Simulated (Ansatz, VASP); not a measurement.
This is a calculation of HfO2 for VASP 6.6.1.

File INCAR:

```
PREC = Accurate
ENCUT = 520
EDIFF = 1E-6
ISMEAR = 0
SIGMA = 0.011
LREAL = F
LASPH = T
NELM = 100
ALGO = Normal
ISIF = 2
LWAVE = F
LCHARG = F
GGA = PE
NBANDS = 56
```

Contents of KPOINTS:

```
regular mesh
0
Gamma
  5 5 5
```

File POSCAR:

```
HfO2
1.0
    5.1180000000      0.0000000000      0.0000000000
    0.0000000000      5.1857000000      0.0000000000
   -0.8586630598      0.0000000000      5.2138671406
Hf O
4 8
Direct
    0.2755000000      0.4603000000      0.7080000000
    0.7245000000      0.9603000000      0.7920000000
    0.7245000000      0.5397000000      0.2920000000
    0.2755000000      0.0397000000      0.2080000000
    0.0742000000      0.1684000000      0.8467000000
    0.9258000000      0.6684000000      0.6533000000
    0.9258000000      0.8316000000      0.1533000000
    0.0742000000      0.3316000000      0.3467000000
    0.4487000000      0.7419000000      0.9801000000
    0.5513000000      0.2419000000      0.5199000000
    0.5513000000      0.2581000000      0.0199000000
    0.4487000000      0.7581000000      0.4801000000
```

Potentials or basis: VASP PAW PBE potentials, release 64 (Hf_pv, O).

The run is started by

```bash
$ cat potpaw_PBE.64/Hf_pv/POTCAR potpaw_PBE.64/O/POTCAR > POTCAR
$ mpirun -np 1 vasp_std > vasp.out
```

**Question.** Translate it to Ansatz 0.2.0. Potentials there: Ansatz PAW.

**Answer.** As run (the cutoff follows the program's own potentials):

input.yaml

```yaml
crystal:
  lattice:
    - [5.118, 0.0, 0.0]
    - [0.0, 5.1857, 0.0]
    - [-0.8586630598, 0.0, 5.2138671406]
  atoms:
    - { symbol: Hf, position: [0.2755, 0.4603, 0.708] }
    - { symbol: Hf, position: [0.7245, 0.9603, 0.792] }
    - { symbol: Hf, position: [0.7245, 0.5397, 0.292] }
    - { symbol: Hf, position: [0.2755, 0.0397, 0.208] }
    - { symbol: O, position: [0.0742, 0.1684, 0.8467] }
    - { symbol: O, position: [0.9258, 0.6684, 0.6533] }
    - { symbol: O, position: [0.9258, 0.8316, 0.1533] }
    - { symbol: O, position: [0.0742, 0.3316, 0.3467] }
    - { symbol: O, position: [0.4487, 0.7419, 0.9801] }
    - { symbol: O, position: [0.5513, 0.2419, 0.5199] }
    - { symbol: O, position: [0.5513, 0.2581, 0.0199] }
    - { symbol: O, position: [0.4487, 0.7581, 0.4801] }
hamiltonian:
  xc: pbe
  pseudopotentials: { kind: paw }
kpoints:
  mp_grid: { grid: [5, 5, 5] }
scf:
  occupations: { method: gaussian, width: 0.011 }
output:
  forces: true
  stress: true
  eigenvalues: true
```

Potentials or basis: Ansatz PAW.

Command:

```bash
$ ansatz run input.yaml --threads 4 --pin off --max-ram 11264MiB --backend cpu --events-out ev --progress --plain --runs-dir out
```

Both were run:

|  | VASP | Ansatz | Ansatz less VASP |
| --- | --- | --- | --- |
| gap on the k mesh at the Fermi level (eV) | 4.16 | 4.21 | +0.041 |
| least direct gap on the mesh (eV) | 4.23 | 4.27 | +0.038 |
| pressure (GPa) | 2.7 | 5.9 | +3.21 |
| traceless stress, the component that is largest in VASP (GPa) | -0.68 | -0.64 | +0.037 |
| rms of the force components (eV/Å) | 0.169 | 0.186 | +0.0176 |

Atom by atom the forces differ by 0.034 eV/Å (rms over components). The functional is the same, so the differences come from potentials, cutoffs and numerics. VASP's potentials hold 88 valence electrons a cell and Ansatz's 152, so a difference there can come from the potentials and not from the codes.

Neither program's run includes spin-orbit coupling. Noted on Ansatz's run: odd divisions of the mesh miss points on the zone boundary, where band edges often lie, so the gap on the mesh can be too wide.
